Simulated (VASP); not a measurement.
# CsPbCl3 (Pm-3m) in VASP: notebook

CsPbCl3 is run at these levels: PBE; tasks: single point.

All numbers are computed with VASP 6.6.1; they aren't measurements. Logs are shortened: lines on timing, memory, paths and dates and some standing lists are left out, and cuts for length are marked.

### 1 The cell of the first run

The structure is cubic, space group Pm-3m (No. 221). The conventional cell has a = 5.605 Å, b = 5.605 Å, c = 5.605 Å, α = 90.00°, β = 90.00°, γ = 90.00°. Within 5.2 Å of Cs (site symmetry m-3m) lie 12 Cl at 3.96 Å and 8 Pb at 4.85 Å. Pb (site symmetry m-3m) has 6 Cl at 2.80 Å within 3.7 Å. Within 3.7 Å of Cl (site symmetry 4/mmm) lie 2 Pb at 2.80 Å.

### 2 Single point, PBE

Contents of INCAR:

```
PREC = Accurate
ENCUT = 520
EDIFF = 1E-7
ISMEAR = 0
SIGMA = 0.05
LREAL = False
LASPH = True
NELM = 80
ALGO = Normal
ISIF = 2
LWAVE = False
LCHARG = True
GGA = PE
LELF = True
LVHAR = True
NBANDS = 30
```

Contents of KPOINTS:

```
Automatic mesh
0
Gamma
  6 6 6
```

Contents of POSCAR:

```
CsPbCl3
1.0
    5.6050000000      0.0000000000      0.0000000000
    0.0000000000      5.6050000000      0.0000000000
    0.0000000000      0.0000000000      5.6050000000
Cs Pb Cl
1 1 3
Direct
    0.0000000000      0.0000000000      0.0000000000
    0.5000000000      0.5000000000      0.5000000000
    0.0000000000      0.5000000000      0.5000000000
    0.5000000000      0.0000000000      0.5000000000
    0.5000000000      0.5000000000      0.0000000000
```

Potentials or basis: VASP PAW PBE potentials, release 64 (Cs_sv, Pb_d, Cl).

Started as:

```
$ cat potpaw_PBE.64/Cs_sv/POTCAR potpaw_PBE.64/Pb_d/POTCAR potpaw_PBE.64/Cl/POTCAR > POTCAR
$ mpirun -np 1 vasp_std > vasp.out
```

OUTCAR:

```text
PREC = Accurate
   ENCUT = 520
   EDIFF = 1E-7
   ISMEAR = 0
   LREAL = False
   LASPH = True
   NELM = 80
   ISIF = 2
   GGA = PE

 ion  position               nearest neighbor table
   1  0.000  0.000  0.000-
   2  0.500  0.500  0.500-   3 2.80   4 2.80   5 2.80   5 2.80   4 2.80   3 2.80
   3  0.000  0.500  0.500-   2 2.80   2 2.80
   4  0.500  0.000  0.500-   2 2.80   2 2.80
   5  0.500  0.500  0.000-   2 2.80   2 2.80

  LATTYP: Found a simple cubic cell.
 ALAT       =     5.6050000000

  Lattice vectors:

 A1 = (   5.6050000000,   0.0000000000,   0.0000000000)
 A2 = (   0.0000000000,   5.6050000000,   0.0000000000)
 A3 = (   0.0000000000,   0.0000000000,   5.6050000000)

Analysis of symmetry for initial positions (statically):
=====================================================================
 Subroutine PRICEL returns:
 Original cell was already a primitive cell.

 Routine SETGRP: Setting up the symmetry group for a
 simple cubic supercell.

 Subroutine GETGRP returns: Found 48 space group operations
 (whereof 48 operations were pure point group operations)
 out of a pool of 48 trial point group operations.

The static configuration has the point symmetry O_h .

Analysis of symmetry for dynamics (positions and initial velocities):
=====================================================================
 Subroutine PRICEL returns:
 Original cell was already a primitive cell.

 Routine SETGRP: Setting up the symmetry group for a
 simple cubic supercell.

 Subroutine GETGRP returns: Found 48 space group operations
 (whereof 48 operations were pure point group operations)
 out of a pool of 48 trial point group operations.

The dynamic configuration has the point symmetry O_h .

 Subroutine INISYM returns: Found 48 space group operations
 (whereof 48 operations are pure point group operations),
 and found     1 'primitive' translations

----------------------------------------------------------------------------------------

                                     Primitive cell

  volume of cell :     176.0868

  direct lattice vectors                    reciprocal lattice vectors
     5.605000000  0.000000000  0.000000000     0.178412132  0.000000000  0.000000000
     0.000000000  5.605000000  0.000000000     0.000000000  0.178412132  0.000000000
     0.000000000  0.000000000  5.605000000     0.000000000  0.000000000  0.178412132

  length of vectors
     5.605000000  5.605000000  5.605000000     0.178412132  0.178412132  0.178412132

  position of ions in fractional coordinates (direct lattice)
     0.000000000  0.000000000  0.000000000
     0.500000000  0.500000000  0.500000000
     0.000000000  0.500000000  0.500000000
     0.500000000  0.000000000  0.500000000
     0.500000000  0.500000000  0.000000000

  ion indices of the primitive-cell ions
   primitive index   ion index
                 1           1
                 2           2
                 3           3
                 4           4
                 5           5

----------------------------------------------------------------------------------------

 KPOINTS: Automatic mesh

Automatic generation of k-mesh.
 Grid dimensions read from file:
 generate k-points for:    6    6    6

 Generating k-lattice:

  Cartesian coordinates                     Fractional coordinates (reciprocal lattice)
     0.029735355  0.000000000  0.000000000     0.166666667  0.000000000  0.000000000
     0.000000000  0.029735355  0.000000000     0.000000000  0.166666667  0.000000000
     0.000000000  0.000000000  0.029735355     0.000000000  0.000000000  0.166666667

  Length of vectors
     0.029735355  0.029735355  0.029735355

  Shift w.r.t. Gamma in fractional coordinates (k-lattice)
     0.000000000  0.000000000  0.000000000

 Subroutine IBZKPT returns following result:
 ===========================================

 Found     20 irreducible k-points:

 Following reciprocal coordinates:
            Coordinates               Weight
  0.000000  0.000000  0.000000      1.000000
  0.166667  0.000000  0.000000      6.000000
  0.333333  0.000000  0.000000      6.000000
  0.500000  0.000000  0.000000      3.000000
  0.166667  0.166667  0.000000     12.000000
  0.333333  0.166667  0.000000     24.000000
[... 12 lines left out ...]
  0.500000  0.500000  0.333333      6.000000
  0.500000  0.500000  0.500000      1.000000
   k-points           NKPTS =     20   k-points in BZ     NKDIM =     20   number of bands    NBANDS=     30
   number of dos      NEDOS =    301   number of ions     NIONS =      5
   total plane-waves  NPLWV =  74088
   dimension x,y,z NGX =    42 NGY =   42 NGZ =   42
   dimension x,y,z NGXF=    84 NGYF=   84 NGZF=   84
   ions per type =               1   1   3
   NGX,Y,Z   is equivalent  to a cutoff of  12.46, 12.46, 12.46 a.u.
   NGXF,Y,Z  is equivalent  to a cutoff of  24.91, 24.91, 24.91 a.u.
 SYSTEM =  unknown system
   PREC   = accura    normal or accurate (medium, high low for compatibility)
   ISTART =      0    job   : 0-new  1-cont  2-samecut
   ICHARG =      2    charge: 1-file 2-atom 10-const
   ISPIN  =      1    spin polarized calculation?
   LNONCOLLINEAR =      F non collinear calculations
   LSORBIT =      F    spin-orbit coupling
   LASPH  =      T    aspherical Exc in radial PAW
   ENCUT  =  520.0 eV  38.22 Ry    6.18 a.u.  10.42 10.42 10.42*2*pi/ulx,y,z
   NELM   =     80;   NELMIN=  2; NELMDL= -5     # of ELM steps
   EDIFF  = 0.1E-06   stopping-criterion for ELM
   LREAL  =      F    real-space projection
   EDIFFG = 0.1E-05   stopping-criterion for IOM
   NSW    =      0    number of steps for IOM
   IBRION =     -1    ionic relax: 0-MD 1-quasi-New 2-CG
   NFREE  =      0    steps in history (QN), initial steepest desc. (CG)
   ISIF   =      2    stress and relaxation
   ISYM   =      2    0-nonsym 1-usesym 2-fastsym
   POTIM  = 0.5000    time-step for ionic-motion
   TEBEG  =    0.0;   TEEND  =   0.0 temperature during run
   PSTRESS=    0.0 pullay stress
   NELECT =      44.0000    total number of electrons
   NUPDOWN=      -1.0000    fix difference up-down
   EMIN   =  10.00;   EMAX   =-10.00  energy-range for DOS
   EFERMI =   0.00;   METHOD = LEGACY
   ISMEAR =     0;   SIGMA  =   0.05  broadening in eV -4-tet -1-fermi 0-gaus
   EFERMI_NEDOS =   21; number of points for ismear=-14 and -15
   IALGO  =     38    algorithm
   IMIX   =      4    mixing-type and parameters
     AMIX     =   0.40;   BMIX     =  1.00
     AMIX_MAG =   1.60;   BMIX_MAG =  1.00
  volume/ion in A,a.u.               =      35.22       237.66
  Fermi-wavevector in a.u.,A,eV,Ry     =   1.031138  1.948568 14.466333  1.063245
  Thomas-Fermi vector in A             =   2.165271
   LORBIT       =      0    0 simple, 1 ext, 2 COOP (PROOUT), +10 PAW based schemes
   GGA     = PE    functional components
   LHFCALC =     F    Hartree Fock is set to
   AEXX    =    0.0000 exact exchange contribution
   IVDW    =     0    specifies the selected vdW correction
   LEPSILON=     F    determine dielectric tensor
   LRPA    =     F    only Hartree local field effects (RPA)
 non-spin polarized calculation
 Gauss-broadening in eV      SIGMA  =   0.05
  energy-cutoff  :      520.00
  volume of cell :      176.09
 maximum number of plane-waves:      4780
 NGX is ok and might be reduce to    42
   NGX = 21   NGY = 21   NGZ = 21

 number of electron      44.0000004 magnetization

 Free energy of the ion-electron system (eV)
  ---------------------------------------------------
  ext. energy  EPLUGINS =         0.00000000
  ---------------------------------------------------
  free energy    TOTEN  =       -17.49993895 eV

  energy without entropy =      -17.49993895  energy(sigma->0) =      -17.49993895

 E-fermi :   2.0615     XC(G=0):  -7.8206

 val. band max:        1.8075417410   @ k =   0.5000   0.5000   0.5000
 cond. band min:       3.7478311767   @ k =   0.5000   0.5000   0.5000
 fundamental gap:      1.9402894357
 Fermi energy:         2.0615084891

 k-point     1 :       0.0000    0.0000    0.0000
  band No.  band energies     occupation
      1     -19.5674      2.00000
      2     -15.0113      2.00000
      3     -15.0113      2.00000
      4     -14.7646      2.00000
      5     -14.7646      2.00000
      6     -14.7646      2.00000
[... 22 lines left out ...]
     29       7.9941      0.00000
     30       7.9941      0.00000

 k-point     2 :       0.1667    0.0000    0.0000
  band No.  band energies     occupation
      1     -19.5669      2.00000
      2     -15.0113      2.00000
      3     -14.9856      2.00000
      4     -14.7650      2.00000
      5     -14.7650      2.00000
      6     -14.7646      2.00000
[... 22 lines left out ...]
     29       7.2586      0.00000
     30       8.0198      0.00000

 k-point     3 :       0.3333    0.0000    0.0000
  band No.  band energies     occupation
      1     -19.5658      2.00000
      2     -15.0111      2.00000
      3     -14.9325      2.00000
      4     -14.7658      2.00000
      5     -14.7658      2.00000
      6     -14.7646      2.00000
[... 22 lines left out ...]
     29       7.3406      0.00000
     30       8.3327      0.00000

 k-point     4 :       0.5000    0.0000    0.0000
  band No.  band energies     occupation
      1     -19.5652      2.00000
      2     -15.0111      2.00000
      3     -14.9052      2.00000
      4     -14.7661      2.00000
      5     -14.7661      2.00000
      6     -14.7646      2.00000
[... 484 lines left out ...]
     29       7.6616      0.00000
     30       8.0480      0.00000

 k-point    19 :       0.5000    0.5000    0.3333
  band No.  band energies     occupation
      1     -19.5622      2.00000
      2     -14.8668      2.00000
      3     -14.8321      2.00000
      4     -14.7676      2.00000
      5     -14.7673      2.00000
      6     -14.7673      2.00000
[... 22 lines left out ...]
     29       7.4781      0.00000
     30       8.2384      0.00000

 k-point    20 :       0.5000    0.5000    0.5000
  band No.  band energies     occupation
      1     -19.5618      2.00000
      2     -14.8321      2.00000
      3     -14.8321      2.00000
      4     -14.7676      2.00000
      5     -14.7676      2.00000
      6     -14.7676      2.00000
[... 22 lines left out ...]
     29       7.3651      0.00000
     30       8.5610      0.00000

------------------------ aborting loop because EDIFF is reached ----------------------------------------

  FORCE on cell =-STRESS in cart. coord.  units (eV):
  Direction    XX          YY          ZZ          XY          YZ          ZX
  --------------------------------------------------------------------------------------
  -------------------------------------------------------------------------------------
  Total        1.8968085      1.8968085      1.8968085      0.0000000      0.0000000     -0.0000000
  in kB       17.2586661     17.2586661     17.2586661      0.0000000      0.0000000     -0.0000000
  external PRESSURE =      17.2586661 kB  Pullay stress =       0.0000000 kB

 VOLUME and BASIS-vectors are now :
 -----------------------------------------------------------------------------
  energy-cutoff  :      520.00
  volume of cell :      176.09
      direct lattice vectors                 reciprocal lattice vectors
     5.605000000  0.000000000  0.000000000     0.178412132  0.000000000  0.000000000
     0.000000000  5.605000000  0.000000000     0.000000000  0.178412132  0.000000000
     0.000000000  0.000000000  5.605000000     0.000000000  0.000000000  0.178412132

 POSITION                                       TOTAL-FORCE (eV/Angst)
 -----------------------------------------------------------------------------------
      0.00000      0.00000      0.00000         0.000000      0.000000      0.000000
      2.80250      2.80250      2.80250         0.000000      0.000000      0.000000
      0.00000      2.80250      2.80250         0.000000      0.000000      0.000000
      2.80250      0.00000      2.80250         0.000000      0.000000      0.000000
      2.80250      2.80250      0.00000         0.000000      0.000000      0.000000
 -----------------------------------------------------------------------------------
    total drift:                                0.000000     -0.000000     -0.000000

  FREE ENERGIE OF THE ION-ELECTRON SYSTEM (eV)
  ---------------------------------------------------
  free  energy   TOTEN  =       -17.4999389543 eV

  energy  without entropy=      -17.4999389543  energy(sigma->0) =      -17.49993895
```

It took 2.5 min on 1 thread of Oxide Virtual Turin-like, shared host; peak memory 0.28 GiB.

Results:

- Free energy: -17.4999 eV
- Pressure: 1.7 GPa
- Band gap on the k mesh: 1.94 eV, direct

Caveat: spin-orbit coupling is left out, which moves the levels of the heavy elements.

### 3 Single point, PBE

Contents of INCAR:

```
SYSTEM = CsPbCl3
ALGO     = Normal         ! electronic algorithm
EDIFF    = 1E-6           ! SCF threshold, eV
ENCUT    = 520            ! plane-wave cutoff, eV
GGA      = PE             ! functional
ISIF     = 2              ! what is computed and relaxed
ISMEAR   = 0              ! smearing method
LASPH    = .True.         ! aspherical terms in the spheres
LCHARG   = .True.         ! write CHGCAR
LELF     = .True.         ! ELF
LREAL    = .False.        ! projectors in reciprocal space
LVHAR    = .True.       
LWAVE    = .False.        ! write WAVECAR
NBANDS   = 30             ! bands
NELM     = 60             ! most SCF steps
PREC     = Accurate       ! precision mode
SIGMA    = 0.05           ! smearing width, eV
```

Contents of KPOINTS:

```
k-points
0
Gamma
  6 6 6
  0 0 0
```

POSCAR is that of step 2.

Potentials or basis: VASP PAW PBE potentials, release 64 (Cs_sv, Pb_d, Cl).

Started as:

```
$ cat potpaw_PBE.64/Cs_sv/POTCAR potpaw_PBE.64/Pb_d/POTCAR potpaw_PBE.64/Cl/POTCAR > POTCAR
$ mpirun -np 1 vasp_std > vasp.out
```

Wall time 2.9 min (1 thread of Oxide Virtual Turin-like, shared host); peak memory 0.27 GiB.

Results (log left out):

```yaml
Free_energy: -17.4999 eV
Pressure: 1.7 GPa
Band_gap_on_the_k_mesh: 1.94 eV, direct
```

Levels at points of the mesh, in eV from the valence-band top:
```tsv
k point	band 18	band 19	band 20	band 21	band 22	band 23	band 24	band 25	band 26	band 27
(0.00, 0.00, 0.00)	-2.65	-2.65	-2.54	-2.54	-2.54	3.34	4.28	4.28	5.20	5.20
(0.50, 0.00, 0.00)	-2.75	-2.75	-2.66	-2.66	-1.69	3.03	4.68	5.19	5.33	5.33
(0.50, 0.50, 0.00)	-2.84	-2.84	-2.76	-2.24	-0.82	2.53	2.53	4.94	5.38	5.74
(0.50, 0.50, 0.50)	-2.76	-2.22	-2.22	-2.22	0.00	1.94	1.94	1.94	5.11	5.56
```

Caveat: spin-orbit coupling is left out, which moves the levels of the heavy elements. A k mesh can miss the band edges.
